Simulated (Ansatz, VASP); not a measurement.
**One calculation of TiO2, two programs**

```
CELL_PARAMETERS angstrom
4.59400 -0.04594 -0.04594
-0.04594 4.59400 -0.04594
-0.02959 -0.02959 2.95900
ATOMIC_POSITIONS crystal
Ti 0.00000 0.00000 0.00000
Ti 0.50000 0.50000 0.50000
O 0.30600 0.30600 0.00000
O 0.19400 0.80600 0.50000
O 0.69400 0.69400 0.00000
O 0.80600 0.19400 0.50000
```

Change from the starting cell: equal xy, yz and zx shear strains of -2 %, PAW files.

Alike in both runs: task electric field gradients; functional PBE; k mesh 7 × 7 × 10; occupations fermi-dirac, width 0.05 eV; no spin polarisation.

```csv
,VASP,Ansatz
version,VASP 6.6.1,Ansatz 0.2.0
potentials or method,"VASP PAW PBE potentials, release 64 (Ti_sv, O)","PAW with Ansatz's default frozen-core files, scalar-relativistic"
plane-wave cutoff (eV),520,420
valence electrons in the cell,48,48
```

Ansatz gave:

| Item | Value |
| --- | --- |
| gap on the k mesh at the Fermi level (eV) | 1.94 |
| pressure (GPa) | 5.7 |
| traceless stress, the component that is largest in VASP (GPa) | 4.62 |
| rms of the force components (eV/Å) | 0.140 |
| size of Vzz on the site where it differs most (V/Å²) | 47.7 |

Question: Estimate VASP's values.

Answer: gap on the k mesh at the Fermi level (eV): 1.91; pressure (GPa): 6.4; traceless stress, the component that is largest in VASP (GPa): 4.66; rms of the force components (eV/Å): 0.154; size of Vzz on the site where it differs most (V/Å²): 46.2.

Atom by atom the forces differ by 0.014 eV/Å (rms over components).
